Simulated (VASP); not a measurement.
# Cu (C2/c) in VASP: a series of runs, part 3 of 3

VASP 6.6.1.

### 4 Single point, LDA (11.77 Å³/atom)

This run uses another cell than the first one, of 11.77 Å³/atom.

The input, INCAR:

```
PREC = Accurate ; ENCUT = 520
EDIFF = 1E-6 ; ISMEAR = -1
SIGMA = 0.1 ; LREAL = F
LASPH = T ; NELM = 80
ALGO = Normal ; ISIF = 2
LWAVE = F ; LCHARG = F
NBANDS = 18
```

The input, KPOINTS:

```
regular mesh
0
Gamma
  18 18 9
```

The input, POSCAR:

```
Cu
1.0
   -1.7153621275      1.4132253864      1.2578775195
    1.4132253864     -1.7153621275      1.2578775195
    3.2093005444      3.2093005444     -1.8112415142
Cu
2
Direct
    0.9586702959      0.0413297041      1.0000000000
    0.7913297041      0.2086702959      0.5000000000
```

Potentials or basis: VASP PAW LDA potentials, release 64 (Cu).

Run with:

```console
$ cat potpaw_LDA.64/Cu/POTCAR > POTCAR
$ mpirun -np 1 vasp_std > vasp.out
```

OUTCAR:

```text
PREC = Accurate
   ENCUT = 520
   EDIFF = 1E-6
   ISMEAR = -1
   LREAL = F
   LASPH = T
   NELM = 80
   ISIF = 2

 ion  position               nearest neighbor table
   1  0.959  0.041  0.000-   2 2.55   2 2.55   2 2.55   2 2.55   2 2.56   2 2.56
   2  0.791  0.209  0.500-   1 2.55   1 2.55   1 2.55   1 2.55   1 2.56   1 2.56

  Warning from LATTYP: Got some problem with cell dimensions!
  Tried to take original basis but could not verify dimensions!
  LATTYP: Found a base centered monoclinic cell.
 ALAT       =     2.5517830309
 B/A-ratio  =     1.7338820894
 C/A-ratio  =     1.6346514501
 COS(beta)  =    -0.0014713617

  Lattice vectors:

 A1 = (   1.7153621275,  -1.4132253864,  -1.2578775195)
 A2 = (  -1.4132253864,   1.7153621275,  -1.2578775195)
 A3 = (   2.9071638033,   2.9071638033,   0.7045135248)

Analysis of symmetry for initial positions (statically):
=====================================================================
 Subroutine PRICEL returns:
 Original cell was already a primitive cell.

 Routine SETGRP: Setting up the symmetry group for a
 base centered monoclinic supercell.

 Subroutine GETGRP returns: Found  4 space group operations
 (whereof  2 operations were pure point group operations)
 out of a pool of  4 trial point group operations.

The static configuration has the point symmetry C_2 .
 The point group associated with its full space group is C_2h.

Analysis of symmetry for dynamics (positions and initial velocities):
=====================================================================
 Subroutine PRICEL returns:
 Original cell was already a primitive cell.

 Routine SETGRP: Setting up the symmetry group for a
 base centered monoclinic supercell.

 Subroutine GETGRP returns: Found  4 space group operations
 (whereof  2 operations were pure point group operations)
 out of a pool of  4 trial point group operations.

The dynamic configuration has the point symmetry C_2 .
 The point group associated with its full space group is C_2h.

 Subroutine INISYM returns: Found  4 space group operations
 (whereof  2 operations are pure point group operations),
 and found     1 'primitive' translations

----------------------------------------------------------------------------------------

                                     Primitive cell

  volume of cell :      23.5475

  direct lattice vectors                    reciprocal lattice vectors
    -1.715362127  1.413225386  1.257877520    -0.039493383  0.280139677  0.426396080
     1.413225386 -1.715362127  1.257877520     0.280139677 -0.039493383  0.426396080
     3.209300544  3.209300544 -1.811241514     0.167124903  0.167124903  0.040142679

  length of vectors
     2.553806781  2.553806781  4.886697841     0.511714357  0.511714357  0.239735065

  position of ions in fractional coordinates (direct lattice)
     0.958670296  0.041329704  0.000000000
     0.791329704  0.208670296  0.500000000

  ion indices of the primitive-cell ions
   primitive index   ion index
                 1           1
                 2           2

----------------------------------------------------------------------------------------

 KPOINTS: regular mesh

Automatic generation of k-mesh.
 Grid dimensions read from file:
 generate k-points for:   18   18    9

 Generating k-lattice:

  Cartesian coordinates                     Fractional coordinates (reciprocal lattice)
    -0.002194077  0.015563315  0.023688671     0.055555556  0.000000000  0.000000000
     0.015563315 -0.002194077  0.023688671     0.000000000  0.055555556  0.000000000
     0.018569434  0.018569434  0.004460298     0.000000000  0.000000000  0.111111111

  Length of vectors
     0.028428575  0.028428575  0.026637229

  Shift w.r.t. Gamma in fractional coordinates (k-lattice)
     0.000000000  0.000000000  0.000000000

 Subroutine IBZKPT returns following result:
 ===========================================

 Found    775 irreducible k-points:

 Following reciprocal coordinates:
            Coordinates               Weight
  0.000000  0.000000  0.000000      1.000000
  0.055556 -0.000000  0.000000      4.000000
  0.111111 -0.000000  0.000000      4.000000
  0.166667  0.000000  0.000000      4.000000
  0.222222  0.000000 -0.000000      4.000000
  0.277778 -0.000000  0.000000      4.000000
[... 16 lines left out ...]
 -0.277778  0.055556 -0.000000      4.000000
 -0.222222  0.055556  0.000000      4.000000
 [... further k-points ...]
   k-points           NKPTS =    775   k-points in BZ     NKDIM =    775   number of bands    NBANDS=     18
   number of dos      NEDOS =    301   number of ions     NIONS =      2
   total plane-waves  NPLWV =  14400
   dimension x,y,z NGX =    20 NGY =   20 NGZ =   36
   dimension x,y,z NGXF=    40 NGYF=   40 NGZF=   72
   ions per type =               2
   NGX,Y,Z   is equivalent  to a cutoff of  13.02, 13.02, 12.25 a.u.
   NGXF,Y,Z  is equivalent  to a cutoff of  26.04, 26.04, 24.49 a.u.
 SYSTEM =  unknown system
   PREC   = accura    normal or accurate (medium, high low for compatibility)
   ISTART =      0    job   : 0-new  1-cont  2-samecut
   ICHARG =      2    charge: 1-file 2-atom 10-const
   ISPIN  =      1    spin polarized calculation?
   LNONCOLLINEAR =      F non collinear calculations
   LSORBIT =      F    spin-orbit coupling
   LASPH  =      T    aspherical Exc in radial PAW
   ENCUT  =  520.0 eV  38.22 Ry    6.18 a.u.   4.75  4.75  9.09*2*pi/ulx,y,z
   NELM   =     80;   NELMIN=  2; NELMDL= -5     # of ELM steps
   EDIFF  = 0.1E-05   stopping-criterion for ELM
   LREAL  =      F    real-space projection
   EDIFFG = 0.1E-04   stopping-criterion for IOM
   NSW    =      0    number of steps for IOM
   IBRION =     -1    ionic relax: 0-MD 1-quasi-New 2-CG
   NFREE  =      0    steps in history (QN), initial steepest desc. (CG)
   ISIF   =      2    stress and relaxation
   ISYM   =      2    0-nonsym 1-usesym 2-fastsym
   POTIM  = 0.5000    time-step for ionic-motion
   TEBEG  =    0.0;   TEEND  =   0.0 temperature during run
   PSTRESS=    0.0 pullay stress
   NELECT =      22.0000    total number of electrons
   NUPDOWN=      -1.0000    fix difference up-down
   EMIN   =  10.00;   EMAX   =-10.00  energy-range for DOS
   EFERMI =   0.00;   METHOD = LEGACY
   ISMEAR =    -1;   SIGMA  =   0.10  broadening in eV -4-tet -1-fermi 0-gaus
   EFERMI_NEDOS =   21; number of points for ismear=-14 and -15
   IALGO  =     38    algorithm
   IMIX   =      4    mixing-type and parameters
     AMIX     =   0.40;   BMIX     =  1.00
     AMIX_MAG =   1.60;   BMIX_MAG =  1.00
  volume/ion in A,a.u.               =      11.77        79.45
  Fermi-wavevector in a.u.,A,eV,Ry     =   1.600420  3.024355 34.849191  2.561343
  Thomas-Fermi vector in A             =   2.697558
   LORBIT       =      0    0 simple, 1 ext, 2 COOP (PROOUT), +10 PAW based schemes
   GGA     = CA    functional components
   LHFCALC =     F    Hartree Fock is set to
   AEXX    =    0.0000 exact exchange contribution
   IVDW    =     0    specifies the selected vdW correction
   LEPSILON=     F    determine dielectric tensor
   LRPA    =     F    only Hartree local field effects (RPA)
 non-spin polarized calculation
  energy-cutoff  :      520.00
  volume of cell :       23.55
 maximum number of plane-waves:       652
   NGX =  9   NGY =  9   NGZ = 19

 number of electron      22.0000005 magnetization

 Free energy of the ion-electron system (eV)
  ---------------------------------------------------
  ext. energy  EPLUGINS =         0.00000000
  ---------------------------------------------------
  free energy    TOTEN  =        -9.34486925 eV

  energy without entropy =       -9.32145861  energy(sigma->0) =       -9.33316393

 E-fermi :   7.3390     XC(G=0): -13.1202

 val. band max:        7.3344303560   @ k =   0.5000   0.5000   0.1111
 cond. band min:       7.3485368040   @ k =   0.2222   0.1667   0.2222
 fundamental gap:      0.0141064480
 Fermi energy:         7.3390263777

 k-point     1 :       0.0000    0.0000    0.0000
  band No.  band energies     occupation
      1      -1.9954      2.00000
      2       2.2370      2.00000
      3       4.2884      2.00000
      4       4.3508      2.00000
      5       4.3601      2.00000
      6       4.5611      2.00000
[... 10 lines left out ...]
     17      30.7966      0.00000
     18      30.8140      0.00000
[... 463 lines left out ...]
 k-point    24 :      -0.2222    0.0556    0.0000
  band No.  band energies     occupation
      1      -0.4993      2.00000
      2       2.7867      2.00000
      3       3.7769      2.00000
      4       3.9353      2.00000
      5       4.2975      2.00000
      6       4.5202      2.00000
[... 10 lines left out ...]
     17      28.7321      0.00000
     18      28.7947      0.00000

 [... further k-points ...]
[... 5 lines left out ...]
  --------------------------------------------------------------------------------------
  -------------------------------------------------------------------------------------
  Total       -1.5629356     -1.5629356     -1.6055440      0.0401566      0.0047792      0.0047792
  in kB     -106.3423325   -106.3423325   -109.2414106      2.7322624      0.3251792      0.3251807
  external PRESSURE =    -107.3086918 kB  Pullay stress =       0.0000000 kB

 VOLUME and BASIS-vectors are now :
 -----------------------------------------------------------------------------
  energy-cutoff  :      520.00
  volume of cell :       23.55
      direct lattice vectors                 reciprocal lattice vectors
    -1.715362127  1.413225386  1.257877520    -0.039493383  0.280139677  0.426396080
     1.413225386 -1.715362127  1.257877520     0.280139677 -0.039493383  0.426396080
     3.209300544  3.209300544 -1.811241514     0.167124903  0.167124903  0.040142679

 POSITION                                       TOTAL-FORCE (eV/Angst)
 -----------------------------------------------------------------------------------
     -1.58606      1.28392      1.25788         0.000681     -0.000681      0.000000
      0.54213      2.36503      0.35226        -0.000681      0.000681     -0.000000
 -----------------------------------------------------------------------------------
    total drift:                                0.000000     -0.000000      0.000000

  FREE ENERGIE OF THE ION-ELECTRON SYSTEM (eV)
  ---------------------------------------------------
  free  energy   TOTEN  =        -9.3448692511 eV

  energy  without entropy=       -9.3214586134  energy(sigma->0) =       -9.33316393
```

OSZICAR:

```text
N       E                     dE             d eps       ncg     rms          rms(c)
DAV:   1     0.124288264722E+03    0.12429E+03   -0.10049E+04 29710   0.222E+03
DAV:   2    -0.479599981855E+01   -0.12908E+03   -0.12248E+03 27954   0.290E+02
DAV:   3    -0.112554110227E+02   -0.64594E+01   -0.62203E+01 30926   0.896E+01
DAV:   4    -0.113304856894E+02   -0.75075E-01   -0.75019E-01 33276   0.104E+01
DAV:   5    -0.113315259962E+02   -0.10403E-02   -0.10403E-02 34698   0.104E+00    0.113E+01
DAV:   6    -0.102124598169E+02    0.11191E+01   -0.12567E+01 29672   0.104E+02    0.601E+00
DAV:   7    -0.937240561517E+01    0.84005E+00   -0.26449E+00 30152   0.438E+01    0.697E-01
DAV:   8    -0.935023194875E+01    0.22174E-01   -0.26038E-02 38684   0.256E+00    0.536E-01
DAV:   9    -0.934483134817E+01    0.54006E-02   -0.76410E-03 33646   0.253E+00    0.190E-02
DAV:  10    -0.934486886457E+01   -0.37516E-04   -0.23764E-04 41554   0.224E-01    0.100E-02
DAV:  11    -0.934486925111E+01   -0.38654E-06   -0.29025E-06 24478   0.503E-02
   1 F= -.93448693E+01 E0= -.93331639E+01  d E =-.234106E-01
```

stdout:

```text
POSCAR found type information on POSCAR Cu
 POSCAR found :  1 types and       2 ions
 scaLAPACK will be used
 LDA part: xc-table for (Slater(with rela. corr.)+CA(PZ))
 , standard interpolation
 POSCAR, INCAR and KPOINTS ok, starting setup
 FFT: planning ... GRIDC
 FFT: planning ... GRID_SOFT
 FFT: planning ... GRID
 WAVECAR not read
 entering main loop
```

Wall time 3.4 min (1 thread of AMD EPYC 7R13 (Zen 3), shared host); peak memory 0.32 GiB.

Results:

| Quantity | Value |
| --- | --- |
| Free energy | -9.3449 eV |
| Pressure | -10.7 GPa |
| Band gap on the k mesh | zero (bands 11 and 12 overlap by 5.98 eV) |

Caveat: the cell stands under tension.

### 5 Overview

```csv
cell,gap on the mesh (eV),pressure (GPa)
"a = 2.489, b = 2.489, c = 4.763 Å, angles 105.1, 105.1, 120.1°, 2 atoms",none,1.1
"a = 2.522, b = 2.522, c = 4.826 Å, angles 105.1, 105.1, 120.1°, 2 atoms",none,-5.8
"a = 2.554, b = 2.554, c = 4.887 Å, angles 105.1, 105.1, 120.1°, 2 atoms",none,-10.7
```

Alike in all rows: task single point; level LDA; potentials or basis VASP PAW LDA potentials, release 64 (Cu); no spin polarisation; k mesh 18 × 18 × 9; cutoff (eV) 520; smearing fermi-dirac 0.1 eV.

Caveats: the cell stands under tension (at least some runs).

Total energies depend on the potentials used, so only differences within one code and one set of settings carry meaning.
